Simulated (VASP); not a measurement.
Here is a VASP 6.6.1 calculation.

The input INCAR:

```
SYSTEM = Zr
  ALGO = Normal
  EDIFF = 1E-6
  ENCUT = 520
  GGA = RE
  ISIF = 2
  ISMEAR = -1
  LASPH = .TRUE.
  LCHARG = .TRUE.
  LELF = .TRUE.
  LREAL = .FALSE.
  LVHAR = .TRUE.
  LWAVE = .FALSE.
  NBANDS = 19
  NELM = 100
  PREC = Accurate
  SIGMA = 0.05
```

File KPOINTS:

```
k-points
0
G
  9 9 5
  0 0 0
```

POSCAR

```
Zr
1.0
    3.2487406062      0.0000000000      0.0000000000
   -1.6243703031      2.8134918953      0.0000000000
    0.0000000000      0.0000000000      5.2062451408
Zr
2
Direct
    0.6666666667      0.3333333333      0.7500000000
    0.3333333333      0.6666666667      0.2500000000
```

Potentials or basis: VASP PAW PBE potentials, release 64 (Zr_sv).

Command:

```console
$ cat potpaw_PBE.64/Zr_sv/POTCAR > POTCAR
$ mpirun -np 1 vasp_std > vasp.out
```

Q: What does it give for the pressure?

A: 0.0 GPa.

Q: Estimate the band gap on the k mesh.

A: Zero (bands 12 and 13 overlap by 1.15 eV).

Caveat: the PAW data sets were made with another functional, which shifts forces and pressure a little.
